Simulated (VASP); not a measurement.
# SiC (Moissanite) (P6_3mc) in VASP: a series of runs, part 2 of 2

VASP 6.6.1. The steps go on from the part before.

**4. Single point, LDA**

This run uses another cell than the first one, of 10.55 Å³/atom, 1.020 times its volume.

File INCAR:

```
SYSTEM = SiC
PREC = Accurate
ENCUT = 520
EDIFF = 1E-6
ISMEAR = -1
SIGMA = 0.05
LREAL = .False.
LASPH = .True.
NELM = 100
ALGO = Normal
ISIF = 2
LWAVE = .False.
LCHARG = .False.
GGA = CA
NBANDS = 16
```

File KPOINTS:

```
regular mesh
0
Gamma
  10 10 5
  0 0 0
```

File POSCAR:

```
SiC
1.0
    3.0963714546      0.0000000000      0.0000000000
   -1.5481857273      2.6815363392      0.0000000000
    0.0000000000      0.0000000000      5.0814314379
Si C
2 2
Direct
    0.6666666667      0.3333333333      0.5000000000
    0.3333333333      0.6666666667      0.0000000000
    0.6666666667      0.3333333333      0.8850000000
    0.3333333333      0.6666666667      0.3850000000
```

Potentials or basis: VASP PAW LDA potentials, release 64 (Si, C).

Started as:

```sh
$ cat potpaw_LDA.64/Si/POTCAR potpaw_LDA.64/C/POTCAR > POTCAR
$ mpirun -np 1 vasp_std > vasp.out
```

OUTCAR:

```text
SYSTEM = SiC
   PREC = Accurate
   ENCUT = 520
   EDIFF = 1E-6
   ISMEAR = -1
   LREAL = .False.
   LASPH = .True.
   NELM = 100
   ISIF = 2
   GGA = CA

 ion  position               nearest neighbor table
   1  0.667  0.333  0.500-   4 1.88   4 1.88   4 1.88   3 1.96   2 3.11   2 3.11   2 3.11   2 3.11
                             2 3.11   2 3.11
   2  0.333  0.667  0.000-   3 1.88   3 1.88   3 1.88   4 1.96   1 3.11   1 3.11   1 3.11   1 3.11
                             1 3.11   1 3.11
   3  0.667  0.333  0.885-   2 1.88   2 1.88   2 1.88   1 1.96
   4  0.333  0.667  0.385-   1 1.88   1 1.88   1 1.88   2 1.96

  LATTYP: Found a hexagonal cell.
 ALAT       =     3.0963714546
 C/A-ratio  =     1.6410923277

  Lattice vectors:

 A1 = (   3.0963714546,   0.0000000000,   0.0000000000)
 A2 = (  -1.5481857273,   2.6815363392,   0.0000000000)
 A3 = (   0.0000000000,   0.0000000000,   5.0814314379)

Analysis of symmetry for initial positions (statically):
=====================================================================
 Subroutine PRICEL returns:
 Original cell was already a primitive cell.

 Routine SETGRP: Setting up the symmetry group for a
 hexagonal supercell.

 Subroutine GETGRP returns: Found 12 space group operations
 (whereof  6 operations were pure point group operations)
 out of a pool of 24 trial point group operations.

The static configuration has the point symmetry C_3v.
 The point group associated with its full space group is C_6v.

Analysis of symmetry for dynamics (positions and initial velocities):
=====================================================================
 Subroutine PRICEL returns:
 Original cell was already a primitive cell.

 Routine SETGRP: Setting up the symmetry group for a
 hexagonal supercell.

 Subroutine GETGRP returns: Found 12 space group operations
 (whereof  6 operations were pure point group operations)
 out of a pool of 24 trial point group operations.

The dynamic configuration has the point symmetry C_3v.
 The point group associated with its full space group is C_6v.

 Subroutine INISYM returns: Found 12 space group operations
 (whereof  6 operations are pure point group operations),
 and found     1 'primitive' translations

----------------------------------------------------------------------------------------

                                     Primitive cell

  volume of cell :      42.1913

  direct lattice vectors                    reciprocal lattice vectors
     3.096371455  0.000000000  0.000000000     0.322958668  0.186460274  0.000000000
    -1.548185727  2.681536339  0.000000000     0.000000000  0.372920548  0.000000000
     0.000000000  0.000000000  5.081431438     0.000000000  0.000000000  0.196794941

  length of vectors
     3.096371455  3.096371455  5.081431438     0.372920548  0.372920548  0.196794941

  position of ions in fractional coordinates (direct lattice)
     0.666666667  0.333333333  0.500000000
     0.333333333  0.666666667  0.000000000
     0.666666667  0.333333333  0.885000000
     0.333333333  0.666666667  0.385000000

  ion indices of the primitive-cell ions
   primitive index   ion index
                 1           1
                 2           2
                 3           3
                 4           4

[... 31 lines left out ...]
  0.300000  0.000000  0.000000      6.000000
  0.400000  0.000000  0.000000      6.000000
  0.500000  0.000000  0.000000      3.000000
[... 16 lines left out ...]
  0.300000  0.100000  0.200000     24.000000
  0.400000  0.100000  0.200000     24.000000
 [... further k-points ...]
   k-points           NKPTS =     42   k-points in BZ     NKDIM =     42   number of bands    NBANDS=     16
   number of dos      NEDOS =    301   number of ions     NIONS =      4
   total plane-waves  NPLWV =  23040
   dimension x,y,z NGX =    24 NGY =   24 NGZ =   40
   dimension x,y,z NGXF=    48 NGYF=   48 NGZF=   80
   ions per type =               2   2
   NGX,Y,Z   is equivalent  to a cutoff of  12.89, 12.89, 13.09 a.u.
   NGXF,Y,Z  is equivalent  to a cutoff of  25.77, 25.77, 26.17 a.u.
 SYSTEM =  SiC
   PREC   = accura    normal or accurate (medium, high low for compatibility)
   ISTART =      0    job   : 0-new  1-cont  2-samecut
   ICHARG =      2    charge: 1-file 2-atom 10-const
   ISPIN  =      1    spin polarized calculation?
   LNONCOLLINEAR =      F non collinear calculations
   LSORBIT =      F    spin-orbit coupling
   LASPH  =      T    aspherical Exc in radial PAW
   ENCUT  =  520.0 eV  38.22 Ry    6.18 a.u.   5.76  5.76  9.45*2*pi/ulx,y,z
   NELM   =    100;   NELMIN=  2; NELMDL= -5     # of ELM steps
   EDIFF  = 0.1E-05   stopping-criterion for ELM
   LREAL  =      F    real-space projection
   EDIFFG = 0.1E-04   stopping-criterion for IOM
   NSW    =      0    number of steps for IOM
   IBRION =     -1    ionic relax: 0-MD 1-quasi-New 2-CG
   NFREE  =      0    steps in history (QN), initial steepest desc. (CG)
   ISIF   =      2    stress and relaxation
   ISYM   =      2    0-nonsym 1-usesym 2-fastsym
   POTIM  = 0.5000    time-step for ionic-motion
   TEBEG  =    0.0;   TEEND  =   0.0 temperature during run
   PSTRESS=    0.0 pullay stress
   NELECT =      16.0000    total number of electrons
   NUPDOWN=      -1.0000    fix difference up-down
   EMIN   =  10.00;   EMAX   =-10.00  energy-range for DOS
   EFERMI =   0.00;   METHOD = LEGACY
   ISMEAR =    -1;   SIGMA  =   0.05  broadening in eV -4-tet -1-fermi 0-gaus
   EFERMI_NEDOS =   21; number of points for ismear=-14 and -15
   IALGO  =     38    algorithm
   IMIX   =      4    mixing-type and parameters
     AMIX     =   0.40;   BMIX     =  1.00
     AMIX_MAG =   1.60;   BMIX_MAG =  1.00
  volume/ion in A,a.u.               =      10.55        71.18
  Fermi-wavevector in a.u.,A,eV,Ry     =   1.184970  2.239268 19.104662  1.404153
  Thomas-Fermi vector in A             =   2.321173
   LORBIT       =      0    0 simple, 1 ext, 2 COOP (PROOUT), +10 PAW based schemes
   GGA     = CA    functional components
   LHFCALC =     F    Hartree Fock is set to
   AEXX    =    0.0000 exact exchange contribution
   IVDW    =     0    specifies the selected vdW correction
   LEPSILON=     F    determine dielectric tensor
   LRPA    =     F    only Hartree local field effects (RPA)
 non-spin polarized calculation
  energy-cutoff  :      520.00
  volume of cell :       42.19
 maximum number of plane-waves:      1148
 NGX is ok and might be reduce to    24
   NGX = 11   NGY = 11   NGZ = 19

 number of electron      16.0000001 magnetization

 Free energy of the ion-electron system (eV)
  ---------------------------------------------------
  ext. energy  EPLUGINS =         0.00000000
  ---------------------------------------------------
  free energy    TOTEN  =       -33.20339314 eV

  energy without entropy =      -33.20339313  energy(sigma->0) =      -33.20339314

 E-fermi :   9.0355     XC(G=0): -11.4656

 val. band max:        8.1342566819   @ k =   0.0000   0.0000   0.0000
 cond. band min:      10.5216584443   @ k =   0.3000   0.3000   0.0000
 fundamental gap:      2.3874017624
 Fermi energy:         9.0354701595

 k-point     1 :       0.0000    0.0000    0.0000
  band No.  band energies     occupation
      1      -7.3422      2.00000
      2      -3.8651      2.00000
      3      -0.4605      2.00000
      4       6.5919      2.00000
      5       6.5919      2.00000
      6       7.8605      2.00000
[... 433 lines left out ...]
      3      -0.0980      2.00000
      4       1.3869      2.00000
      5       3.4373      2.00000
      6       4.2348      2.00000
[... 8 lines left out ...]
     15      19.1472      0.00000
     16      20.4528      0.00000

 [... further k-points ...]

------------------------ aborting loop because EDIFF is reached ----------------------------------------

  FORCE on cell =-STRESS in cart. coord.  units (eV):
  Direction    XX          YY          ZZ          XY          YZ          ZX
  --------------------------------------------------------------------------------------
  -------------------------------------------------------------------------------------
  Total       -1.7183825     -1.7183825     -2.6402440      0.0000000      0.0000000      0.0000000
  in kB      -65.2540713    -65.2540713   -100.2609546      0.0000000      0.0000000      0.0000000
  external PRESSURE =     -76.9230324 kB  Pullay stress =       0.0000000 kB

 VOLUME and BASIS-vectors are now :
 -----------------------------------------------------------------------------
  energy-cutoff  :      520.00
  volume of cell :       42.19
      direct lattice vectors                 reciprocal lattice vectors
     3.096371455  0.000000000  0.000000000     0.322958668  0.186460274  0.000000000
    -1.548185727  2.681536339  0.000000000     0.000000000  0.372920548  0.000000000
     0.000000000  0.000000000  5.081431438     0.000000000  0.000000000  0.196794941

 POSITION                                       TOTAL-FORCE (eV/Angst)
 -----------------------------------------------------------------------------------
      1.54819      0.89385      2.54072        -0.000000      0.000000      0.704607
     -0.00000      1.78769      0.00000         0.000000     -0.000000      0.704607
      1.54819      0.89385      4.49707        -0.000000     -0.000000     -0.704607
     -0.00000      1.78769      1.95635         0.000000      0.000000     -0.704607
 -----------------------------------------------------------------------------------
    total drift:                               -0.000000      0.000000      0.000303

  FREE ENERGIE OF THE ION-ELECTRON SYSTEM (eV)
  ---------------------------------------------------
  free  energy   TOTEN  =       -33.2033931351 eV

  energy  without entropy=      -33.2033931350  energy(sigma->0) =      -33.20339314
```

Wall time 7.5 s (1 thread of Intel Xeon 6975P-C (Granite Rapids), shared host); peak memory 0.14 GiB.

What came out:

```yaml
Free_energy: -33.2034 eV
Pressure: -7.7 GPa
Largest_force: 0.705 eV/Å
Band_gap_on_the_k_mesh: 2.39 eV, indirect (least direct gap 3.93 eV)
```

Forces on the atoms (eV/Å):
```
Si   0.000  0.000  0.705
Si   0.000  0.000  0.705
C    0.000  0.000 -0.705
C    0.000  0.000 -0.705
```

Levels at points of the mesh, in eV from the valence-band top:
```csv
k point,band 5,band 6,band 7,band 8,band 9,band 10,band 11,band 12
"(0.00, 0.00, 0.00)",-1.54,-0.27,-0.27,0.00,4.41,5.83,6.28,6.28
"(0.50, 0.00, 0.00)",-5.37,-3.50,-3.23,-1.48,2.45,4.09,6.52,7.04
```

**5. Summary**

```tsv
level	potentials or basis	cell	gap on the mesh (eV)	pressure (GPa)	largest force (eV/Å)
LDA	VASP PAW LDA potentials, release 64 (Si, C)	a = 3.076, b = 3.076, c = 5.048 Å, angles 90.0, 90.0, 120.0°, 4 atoms	2.36	-3.6	0.73
revPBE+D4	VASP PAW PBE potentials, release 64 (Si, C)	a = 3.096, b = 3.096, c = 5.081 Å, angles 90.0, 90.0, 120.0°, 4 atoms	2.54	-7.2	0.70
LDA	VASP PAW LDA potentials, release 64 (Si, C)	a = 3.096, b = 3.096, c = 5.081 Å, angles 90.0, 90.0, 120.0°, 4 atoms	2.39	-7.7	0.70
```

Alike in all rows: task single point; no spin polarisation; k mesh 10 × 10 × 5; cutoff (eV) 520; smearing fermi-dirac 0.05 eV.

Caveats: the PAW data sets were made with another functional, which shifts forces and pressure a little (some runs).

Absolute energies hang on the potentials; compare differences alone.
